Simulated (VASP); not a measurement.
# BP (F-43m) in VASP: notebook

Runs on BP. Level: PBE. Tasks: single point.

Program: VASP 6.6.1. These are calculated values, not measurements. Logs are shortened: lines on timing, memory, paths and dates and some standing lists are left out, and cuts for length are marked.

## 1. The cell of the first run

It takes space group F-43m (No. 216, cubic). The conventional cell has a = 4.175 Å, b = 4.175 Å, c = 4.175 Å, α = 90.00°, β = 90.00°, γ = 90.00°. Within 2.4 Å of B (site symmetry -43m) lie 4 P at 1.81 Å. Within 2.4 Å of P (site symmetry -43m) lie 4 B at 1.81 Å.

## 2. Single point, PBE (strain -0.080 along x and y, -0.080 along z)

Contents of INCAR:

```
SYSTEM = BP
  ALGO = Normal
  EDIFF = 1E-7
  ENCUT = 520
  GGA = PE
  ISIF = 2
  ISMEAR = 0
  LASPH = .True.
  LCHARG = .True.
  LELF = .True.
  LREAL = .False.
  LVHAR = .True.
  LWAVE = .False.
  NBANDS = 11
  NELM = 100
  PREC = Accurate
  SIGMA = 0.05
```

Contents of KPOINTS:

```
k-points
0
Gamma
  10 10 10
  0 0 0
```

Contents of POSCAR:

```
BP
1.0
    0.0000000000      2.0874800000      2.0874800000
    2.0874800000      0.0000000000      2.0874800000
    2.0874800000      2.0874800000      0.0000000000
B P
1 1
Direct
    0.0000000000      0.0000000000      0.0000000000
    0.7500000000      0.7500000000      0.7500000000
```

Potentials or basis: VASP PAW PBE potentials, release 64 (B, P).

Run with:

```console
$ cat potpaw_PBE.64/B/POTCAR potpaw_PBE.64/P/POTCAR > POTCAR
$ mpirun -np 1 vasp_std > vasp.out
```

OUTCAR:

```text
SYSTEM = BP
   EDIFF = 1E-7
   ENCUT = 520
   GGA = PE
   ISIF = 2
   ISMEAR = 0
   LASPH = .True.
   LREAL = .False.
   NELM = 100
   PREC = Accurate

 ion  position               nearest neighbor table
   1  0.000  0.000  0.000-   2 1.81   2 1.81   2 1.81   2 1.81
   2  0.750  0.750  0.750-   1 1.81   1 1.81   1 1.81   1 1.81

  LATTYP: Found a face centered cubic cell.
 ALAT       =     4.1749600000

  Lattice vectors:

 A1 = (   0.0000000000,   2.0874800000,   2.0874800000)
 A2 = (   2.0874800000,   0.0000000000,   2.0874800000)
 A3 = (   2.0874800000,   2.0874800000,   0.0000000000)

Analysis of symmetry for initial positions (statically):
=====================================================================
 Subroutine PRICEL returns:
 Original cell was already a primitive cell.

 Routine SETGRP: Setting up the symmetry group for a
 face centered cubic supercell.

 Subroutine GETGRP returns: Found 24 space group operations
 (whereof 24 operations were pure point group operations)
 out of a pool of 48 trial point group operations.

The static configuration has the point symmetry T_d .

Analysis of symmetry for dynamics (positions and initial velocities):
=====================================================================
 Subroutine PRICEL returns:
 Original cell was already a primitive cell.

 Routine SETGRP: Setting up the symmetry group for a
 face centered cubic supercell.

 Subroutine GETGRP returns: Found 24 space group operations
 (whereof 24 operations were pure point group operations)
 out of a pool of 48 trial point group operations.

The dynamic configuration has the point symmetry T_d .

 Subroutine INISYM returns: Found 24 space group operations
 (whereof 24 operations are pure point group operations),
 and found     1 'primitive' translations

----------------------------------------------------------------------------------------

                                     Primitive cell

  volume of cell :      18.1927

  direct lattice vectors                    reciprocal lattice vectors
     0.000000000  2.087480000  2.087480000    -0.239523253  0.239523253  0.239523253
     2.087480000  0.000000000  2.087480000     0.239523253 -0.239523253  0.239523253
     2.087480000  2.087480000  0.000000000     0.239523253  0.239523253 -0.239523253

  length of vectors
     2.952142527  2.952142527  2.952142527     0.414866444  0.414866444  0.414866444

  position of ions in fractional coordinates (direct lattice)
     0.000000000  0.000000000  0.000000000
     0.750000000  0.750000000  0.750000000

  ion indices of the primitive-cell ions
   primitive index   ion index
                 1           1
[... 79 lines left out ...]
   ISIF   =      2    stress and relaxation
   ISYM   =      2    0-nonsym 1-usesym 2-fastsym
   POTIM  = 0.5000    time-step for ionic-motion
   TEBEG  =    0.0;   TEEND  =   0.0 temperature during run
   PSTRESS=    0.0 pullay stress
   NELECT =       8.0000    total number of electrons
   NUPDOWN=      -1.0000    fix difference up-down
   EMIN   =  10.00;   EMAX   =-10.00  energy-range for DOS
   EFERMI =   0.00;   METHOD = LEGACY
   ISMEAR =     0;   SIGMA  =   0.05  broadening in eV -4-tet -1-fermi 0-gaus
   EFERMI_NEDOS =   21; number of points for ismear=-14 and -15
   IALGO  =     38    algorithm
   IMIX   =      4    mixing-type and parameters
     AMIX     =   0.40;   BMIX     =  1.00
     AMIX_MAG =   1.60;   BMIX_MAG =  1.00
  volume/ion in A,a.u.               =       9.10        61.39
  Fermi-wavevector in a.u.,A,eV,Ry     =   1.244913  2.352545 21.086440  1.549810
  Thomas-Fermi vector in A             =   2.379159
   LORBIT       =      0    0 simple, 1 ext, 2 COOP (PROOUT), +10 PAW based schemes
   GGA     = PE    functional components
   LHFCALC =     F    Hartree Fock is set to
   AEXX    =    0.0000 exact exchange contribution
   IVDW    =     0    specifies the selected vdW correction
   LEPSILON=     F    determine dielectric tensor
   LRPA    =     F    only Hartree local field effects (RPA)
 non-spin polarized calculation
 Gauss-broadening in eV      SIGMA  =   0.05
  energy-cutoff  :      520.00
  volume of cell :       18.19
 maximum number of plane-waves:       531
 NGX is ok and might be reduce to    24
   NGX = 11   NGY = 11   NGZ = 11

 number of electron       7.9999999 magnetization

 Free energy of the ion-electron system (eV)
  ---------------------------------------------------
  ext. energy  EPLUGINS =         0.00000000
  ---------------------------------------------------
  free energy    TOTEN  =       -12.02778396 eV

  energy without entropy =      -12.02778396  energy(sigma->0) =      -12.02778396

 E-fermi :  10.8890     XC(G=0): -12.0138

 val. band max:       10.6351145344   @ k =   0.0000   0.0000   0.0000
 cond. band min:      11.4176799301   @ k =   0.5000   0.5000   0.0000
 fundamental gap:      0.7825653958
 Fermi energy:        10.8889715020

 k-point     1 :       0.0000    0.0000    0.0000
  band No.  band energies     occupation
      1      -7.2103      2.00000
      2      10.6351      2.00000
      3      10.6351      2.00000
      4      10.6351      2.00000
      5      14.5783      0.00000
      6      14.5783      0.00000
      7      14.5783      0.00000
      8      21.9931      0.00000
      9      23.5851      0.00000
     10      23.5851      0.00000
     11      24.2551      0.00000
[... 309 lines left out ...]
 k-point    24 :       0.4000    0.3000    0.0000
  band No.  band energies     occupation
      1      -3.5845      2.00000
      2       3.9474      2.00000
      3       5.6393      2.00000
      4       6.3361      2.00000
      5      12.2470      0.00000
      6      14.1735      0.00000
      7      21.8293      0.00000
      8      22.1379      0.00000
      9      27.5198      0.00000
     10      27.7981      0.00000
     11      31.7903      0.00000

 [... further k-points ...]
[... 5 lines left out ...]
  --------------------------------------------------------------------------------------
  -------------------------------------------------------------------------------------
  Total        7.5557439      7.5557439      7.5557439      0.0000000      0.0000000      0.0000000
  in kB      665.4123317    665.4123317    665.4123317      0.0000000      0.0000000      0.0000000
  external PRESSURE =     665.4123317 kB  Pullay stress =       0.0000000 kB

 VOLUME and BASIS-vectors are now :
 -----------------------------------------------------------------------------
  energy-cutoff  :      520.00
  volume of cell :       18.19
      direct lattice vectors                 reciprocal lattice vectors
     0.000000000  2.087480000  2.087480000    -0.239523253  0.239523253  0.239523253
     2.087480000  0.000000000  2.087480000     0.239523253 -0.239523253  0.239523253
     2.087480000  2.087480000  0.000000000     0.239523253  0.239523253 -0.239523253

 POSITION                                       TOTAL-FORCE (eV/Angst)
 -----------------------------------------------------------------------------------
      0.00000      0.00000      0.00000        -0.000000     -0.000000     -0.000000
      3.13122      3.13122      3.13122         0.000000      0.000000      0.000000
 -----------------------------------------------------------------------------------
    total drift:                                0.000000      0.000000      0.000000

  FREE ENERGIE OF THE ION-ELECTRON SYSTEM (eV)
  ---------------------------------------------------
  free  energy   TOTEN  =       -12.0277839601 eV

  energy  without entropy=      -12.0277839601  energy(sigma->0) =      -12.02778396
```

stdout:

```text
POSCAR found type information on POSCAR B P
 POSCAR found :  2 types and       2 ions
 scaLAPACK will be used
 LDA part: xc-table for (Slater+PW92), standard interpolation
 POSCAR, INCAR and KPOINTS ok, starting setup
 FFT: planning ... GRIDC
 FFT: planning ... GRID_SOFT
 FFT: planning ... GRID
 WAVECAR not read
 entering main loop
```

It took 12 s on 1 thread of AMD EPYC 9R45 (Zen 5), shared host; peak memory 0.1 GiB.

Results:

```
Free energy            : -12.0278 eV
Pressure               : 66.5 GPa
Band gap on the k mesh : 0.78 eV, indirect (least direct gap 3.94 eV)
```

Levels at points of the mesh, in eV from the valence-band top:
```tsv
k point	band 2	band 3	band 4	band 5	band 6	band 7
(0.00, 0.00, 0.00)	0.00	0.00	0.00	3.94	3.94	3.94
(0.50, 0.00, 0.00)	-10.96	-2.02	-2.02	4.89	4.89	5.41
(0.50, 0.50, 0.00)	-9.93	-5.03	-5.03	0.78	1.48	14.59
```

Caveat: the cell differs from its parent crystal (strain -0.080 along x and y, -0.080 along z). A k mesh can miss the band edges.

## 3. Single point, PBE (strain +0.040 along x and y, +0.040 along z)

Contents of INCAR:

```
PREC = Accurate
ENCUT = 520
EDIFF = 1E-6
ISMEAR = 0
SIGMA = 0.05
LREAL = False
LASPH = True
NELM = 80
ALGO = Normal
ISIF = 2
LWAVE = False
LCHARG = True
GGA = PE
LELF = True
LVHAR = True
NBANDS = 11
```

Contents of KPOINTS:

```
Automatic mesh
0
Gamma
  10 10 10
```

Contents of POSCAR:

```
BP
1.0
    0.0000000000      2.3597600000      2.3597600000
    2.3597600000      0.0000000000      2.3597600000
    2.3597600000      2.3597600000      0.0000000000
B P
1 1
Direct
    0.0000000000      0.0000000000      0.0000000000
    0.7500000000      0.7500000000      0.7500000000
```

Potentials or basis: VASP PAW PBE potentials, release 64 (B, P).

Run with:

```console
$ cat potpaw_PBE.64/B/POTCAR potpaw_PBE.64/P/POTCAR > POTCAR
$ mpirun -np 1 vasp_std > vasp.out
```

OUTCAR:

```text
PREC = Accurate
   ENCUT = 520
   EDIFF = 1E-6
   ISMEAR = 0
   LREAL = False
   LASPH = True
   NELM = 80
   ISIF = 2
   GGA = PE

 ion  position               nearest neighbor table
   1  0.000  0.000  0.000-   2 2.04   2 2.04   2 2.04   2 2.04
   2  0.750  0.750  0.750-   1 2.04   1 2.04   1 2.04   1 2.04

  LATTYP: Found a face centered cubic cell.
 ALAT       =     4.7195200000

  Lattice vectors:

 A1 = (   0.0000000000,   2.3597600000,   2.3597600000)
 A2 = (   2.3597600000,   0.0000000000,   2.3597600000)
 A3 = (   2.3597600000,   2.3597600000,   0.0000000000)

Analysis of symmetry for initial positions (statically):
=====================================================================
 Subroutine PRICEL returns:
 Original cell was already a primitive cell.

 Routine SETGRP: Setting up the symmetry group for a
 face centered cubic supercell.

 Subroutine GETGRP returns: Found 24 space group operations
 (whereof 24 operations were pure point group operations)
 out of a pool of 48 trial point group operations.

The static configuration has the point symmetry T_d .

Analysis of symmetry for dynamics (positions and initial velocities):
[... 164 lines left out ...]
 fundamental gap:      1.3919280660
 Fermi energy:         6.3728663164

 k-point     1 :       0.0000    0.0000    0.0000
  band No.  band energies     occupation
      1      -8.3530      2.00000
      2       6.0954      2.00000
      3       6.0954      2.00000
      4       6.0954      2.00000
      5       9.3472      0.00000
      6       9.3472      0.00000
      7       9.3472      0.00000
      8      11.7513      0.00000
      9      16.8719      0.00000
     10      17.9068      0.00000
     11      17.9068      0.00000
[... 309 lines left out ...]
 k-point    24 :       0.4000    0.3000    0.0000
  band No.  band energies     occupation
      1      -5.7188      2.00000
      2       0.1887      2.00000
      3       2.4781      2.00000
      4       2.9440      2.00000
      5       7.9930      0.00000
      6       9.7299      0.00000
      7      14.7458      0.00000
      8      14.8595      0.00000
      9      18.7765      0.00000
     10      20.7230      0.00000
     11      21.5957      0.00000

 [... further k-points ...]
[... 5 lines left out ...]
  --------------------------------------------------------------------------------------
  -------------------------------------------------------------------------------------
  Total       -2.4013134     -2.4013134     -2.4013134     -0.0000000      0.0000000      0.0000000
  in kB     -146.3948953   -146.3948953   -146.3948953     -0.0000000      0.0000000      0.0000000
  external PRESSURE =    -146.3948953 kB  Pullay stress =       0.0000000 kB

 VOLUME and BASIS-vectors are now :
 -----------------------------------------------------------------------------
  energy-cutoff  :      520.00
  volume of cell :       26.28
      direct lattice vectors                 reciprocal lattice vectors
     0.000000000  2.359760000  2.359760000    -0.211885955  0.211885955  0.211885955
     2.359760000  0.000000000  2.359760000     0.211885955 -0.211885955  0.211885955
     2.359760000  2.359760000  0.000000000     0.211885955  0.211885955 -0.211885955

 POSITION                                       TOTAL-FORCE (eV/Angst)
 -----------------------------------------------------------------------------------
      0.00000      0.00000      0.00000        -0.000000     -0.000000      0.000000
      3.53964      3.53964      3.53964         0.000000      0.000000     -0.000000
 -----------------------------------------------------------------------------------
    total drift:                               -0.000000     -0.000000     -0.000000

  FREE ENERGIE OF THE ION-ELECTRON SYSTEM (eV)
  ---------------------------------------------------
  free  energy   TOTEN  =       -12.7925977147 eV

  energy  without entropy=      -12.7925977147  energy(sigma->0) =      -12.79259771
```

It took 15 s on 1 thread of AMD EPYC 9R45 (Zen 5), shared host; peak memory 0.12 GiB.

Results:

- Free energy: -12.7926 eV
- Pressure: -14.6 GPa
- Band gap on the k mesh: 1.39 eV, indirect (least direct gap 3.25 eV)

Levels at points of the mesh, in eV from the valence-band top:
```tsv
k point	band 1	band 2	band 3	band 4	band 5	band 6	band 7	band 8
(0.00, 0.00, 0.00)	-14.45	0.00	0.00	0.00	3.25	3.25	3.25	5.66
(0.50, 0.00, 0.00)	-11.55	-8.22	-1.61	-1.61	3.11	4.63	4.63	9.71
(0.50, 0.50, 0.00)	-10.20	-7.99	-3.69	-3.69	1.55	1.77	11.05	11.05
```

Caveat: the cell differs from its parent crystal (strain +0.040 along x and y, +0.040 along z).
